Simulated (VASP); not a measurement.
Input of a VASP 6.6.1 run:

INCAR

```
SYSTEM = Ta2N
PREC = Accurate
ENCUT = 520
EDIFF = 1E-7
ISMEAR = 0
SIGMA = 0.15
LREAL = .False.
LASPH = .True.
NELM = 100
ALGO = Normal
ISIF = 2
LWAVE = .False.
LCHARG = .False.
NBANDS = 20
```

The input KPOINTS:

```
Automatic mesh
0
Gamma
  18 18 10
  0 0 0
```

POSCAR

```
Ta2N
1.0
    3.0343804656      0.0000000000      0.0000000000
   -1.5171902328      2.6278505679      0.0000000000
    0.0000000000      0.0000000000      4.7442289782
Ta N
2 1
Direct
    0.6666666667      0.3333333333      0.7466885012
    0.3333333333      0.6666666667      0.2533114988
    0.0000000000      0.0000000000      0.0000000000
```

Potentials or basis: VASP PAW LDA potentials, release 64 (Ta_pv, N).

Launch:

```sh
$ cat potpaw_LDA.64/Ta_pv/POTCAR potpaw_LDA.64/N/POTCAR > POTCAR
$ mpirun -np 1 vasp_std > vasp.out
```

(1) Estimate the band gap on the k mesh.

(2) Predict the pressure.

(3) Estimate the largest force.

Results:

(1) zero (an odd number of electrons rules out a gap without spin polarisation).

(2) 10.9 GPa.

(3) 0.273 eV/Å.

Caveat: the cell stands under pressure; spin-orbit coupling is left out, which moves the levels of the heavy elements.
